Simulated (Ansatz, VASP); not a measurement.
# SrTiO3: VASP beside Ansatz

File INCAR:

```
PREC = Accurate
ENCUT = 520
EDIFF = 1E-6
ISMEAR = 0
SIGMA = 0.02
LREAL = F
LASPH = T
NELM = 150
ALGO = Normal
ISIF = 2
LWAVE = F
LCHARG = F
ISPIN = 2
MAGMOM = 0 1 0 0 0
LORBIT = 11
LMAXMIX = 4
LDAU = T
LDAUTYPE = 2
LDAUL = -1 2 -1
LDAUU = 0 4 0
LDAUJ = 0 0 0
LDAUPRINT = 1
GGA = PE
NBANDS = 32
```

File KPOINTS:

```
regular mesh
0
Gamma
  8 8 8
```

POSCAR

```
SrTiO3
1.0
    3.9364041186      0.0000000000      0.0000000000
    0.0000000000      3.9364041186      0.0000000000
    0.0000000000      0.0000000000      3.9364041186
Sr Ti O
1 1 3
Direct
    0.5000000000      0.5000000000      0.5000000000
    0.0000000000      0.0000000000      0.0000000000
    0.5000000000      0.0000000000      0.0000000000
    0.0000000000      0.5000000000      0.0000000000
    0.0000000000      0.0000000000      0.5000000000
```

Input for Ansatz:

```yaml
crystal:
  lattice:
    - [3.9364041186, 0.0, 0.0]
    - [0.0, 3.9364041186, 0.0]
    - [0.0, 0.0, 3.9364041186]
  atoms:
    - { symbol: Sr, position: [0.5, 0.5, 0.5] }
    - { symbol: Ti, position: [0.0, 0.0, 0.0], spin: 1.0 }
    - { symbol: O, position: [0.5, 0.0, 0.0] }
    - { symbol: O, position: [0.0, 0.5, 0.0] }
    - { symbol: O, position: [0.0, 0.0, 0.5] }
basis:
  ecutwfc: 420
kpoints:
  mp_grid: { grid: [8, 8, 8] }
  band_path:
    path:
      - [[0.0, 0.0, 0.0], [0.0, 0.5, 0.0], [0.5, 0.5, 0.0], [0.0, 0.0, 0.0], [0.5, 0.5, 0.5], [0.0, 0.5, 0.0]]
      - [[0.5, 0.5, 0.5], [0.5, 0.5, 0.0]]
    npoints: 14
hamiltonian:
  xc: pbe
  hubbard: { sites: [{ species: Ti, l: d, u_eff: 4.0 }] }
scf:
  occupations: { method: gaussian, width: 0.02 }
  n_extra_bands: 12
output:
  forces: true
  stress: true
  eigenvalues: true
  populations: true
  dos: { projected: true, de: 0.02, nscf_kmesh: { grid: [12, 12, 12] } }
  bader: true
  write_density: true
  write_potential: true
  elf: true
  volumetric_format: npy
magnetization:
  spin_polarized: true
```

Alike in both runs: task single point; functional PBE; k mesh 8 × 8 × 8; occupations gaussian, width 0.02 eV; collinear spin; Hubbard terms Ti d U = 4.0 eV.

|  | VASP | Ansatz |
| --- | --- | --- |
| version | VASP 6.6.1 | Ansatz 0.2.0 |
| potentials or method | VASP PAW PBE potentials, release 64 (Sr_sv, Ti_sv, O), cutoff 520 eV | scalar-relativistic, plane waves, PAW |
| valence electrons in the cell | 40 | 40 |

|  | VASP | Ansatz | Ansatz less VASP |
| --- | --- | --- | --- |
| gap on the k mesh at the Fermi level (eV) | 2.33 | 2.32 | -0.009 |
| least direct gap on the mesh (eV) | 2.76 | 2.74 | -0.015 |
| pressure (GPa) | 4.2 | 1.4 | -2.77 |
| net moment per atom (μB) | 0.00 | 0.00 | 0.000 |

The programs project onto different local orbitals, so the same U acts differently, and such runs can settle in different states. Ansatz's warnings: seeded moment not kept.
